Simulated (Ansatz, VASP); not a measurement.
**Ge: VASP beside Ansatz**

```
Ge
1.0
     0.00000    2.51979    2.51979
     2.51979    0.00000    2.51979
     2.51979    2.51979    0.00000
Ge
2
Direct
  0.87500 0.87500 0.87500
  0.12500 0.12500 0.12500
```

Change from the starting cell: volume scaled by 0.72, LAPW.

Alike in both runs: task single point; functional LDA; k mesh 12 × 12 × 12; occupations fermi-dirac, width 0.1 eV; no spin polarisation.

|  | VASP | Ansatz |
| --- | --- | --- |
| version | VASP 6.6.1 | Ansatz 0.2.0 |
| potentials or method | VASP PAW LDA potentials, release 64 (Ge_d), cutoff 520 eV | all-electron LAPW, scalar-relativistic |

Ansatz gave:

| Item | Value |
| --- | --- |
| pressure (GPa) | 50.5 |

**Question.** What did VASP give for the same quantities?

**Answer.** Pressure (GPa): 51.2.

LDA's correlation is that of Perdew and Zunger in VASP and of Perdew and Wang (1992) in Ansatz. Both programs put the cell under a high pressure, so it lies far from rest at this level. Ansatz ran all-electron here, and VASP with PAW potentials.
